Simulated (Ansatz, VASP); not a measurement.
**Ag: VASP beside Ansatz**

```
Ag
1.0
    -1.65160    1.65160    1.65160
     1.65160   -1.65160    1.65160
     1.65160    1.65160   -1.65160
Ag
1
Direct
  0.00000 0.00000 0.00000
```

Alike in both runs: functional PBE; k mesh 18 × 18 × 18; occupations gaussian, width 0.1 eV; no spin polarisation.

Ansatz relaxed the structure, and its values are those at the end. VASP's run is a single point on that final structure, the one shown.

```csv
,VASP,Ansatz
version,VASP 6.6.1,Ansatz 0.2.0
potentials or method,"VASP PAW PBE potentials, release 64 (Ag), cutoff 520 eV","scalar-relativistic, plane waves, PAW"
valence electrons in the cell,11,19
```

VASP gave:

* gap on the k mesh at the Fermi level (eV): none
* pressure (GPa): -0.1

**Question.** What did Ansatz give for the same quantities?

**Answer.** gap on the k mesh at the Fermi level (eV): none; pressure (GPa): 0.0.

A gap of «none» marks a metal or a gap that the smearing closes. VASP's potentials hold 11 valence electrons a cell and Ansatz's 19, so a difference there can come from the potentials and not from the codes.
